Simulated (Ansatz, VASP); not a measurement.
## BP in VASP and in Ansatz

INCAR

```
SYSTEM = BP
PREC = Accurate
ENCUT = 520
EDIFF = 1E-6
ISMEAR = -1
SIGMA = 0.05
LREAL = .FALSE.
LASPH = .TRUE.
NELM = 100
ALGO = Normal
ISIF = 2
LWAVE = .FALSE.
LCHARG = .FALSE.
GGA = PE
NBANDS = 11
```

Contents of KPOINTS:

```
regular mesh
0
G
  15 15 15
  0 0 0
```

File POSCAR:

```
BP
1.0
    0.0000000000      2.2988586873      2.2988586873
    2.2988586873      0.0000000000      2.2988586873
    2.2988586873      2.2988586873      0.0000000000
B P
1 1
Direct
    0.0000000000      0.0000000000      0.0000000000
    0.7500000000      0.7500000000      0.7500000000
```

Input for Ansatz:

```yaml
crystal:
  lattice:
    - [0.0, 2.2988586873, 2.2988586873]
    - [2.2988586873, 0.0, 2.2988586873]
    - [2.2988586873, 2.2988586873, 0.0]
  atoms:
    - { symbol: B, position: [0.0, 0.0, 0.0] }
    - { symbol: P, position: [0.75, 0.75, 0.75] }
kpoints:
  mp_grid: { grid: [15, 15, 15] }
scf:
  occupations: { method: fermi_dirac, width: 0.05 }
hamiltonian:
  xc: pbe
  pseudopotentials: { kind: all_electron, lapw: { basis_error: 0.001 } }
output:
  forces: true
  stress: true
  eigenvalues: true
```

Change from the starting cell: volume scaled by 1.04.

Alike in both runs: task single point; functional PBE; k mesh 15 × 15 × 15; occupations fermi-dirac, width 0.05 eV; no spin polarisation.

|  | VASP | Ansatz |
| --- | --- | --- |
| version | VASP 6.6.1 | Ansatz 0.2.0 |
| potentials or method | VASP PAW PBE potentials, release 64 (B, P), cutoff 520 eV | all-electron LAPW, scalar-relativistic |

VASP gave:

| Property | Result |
| --- | --- |
| pressure (GPa) | -5.1 |

**Question.** Estimate Ansatz's values.

**Answer.** Pressure (GPa): -5.0.

Ansatz ran all-electron here, and VASP with PAW potentials.
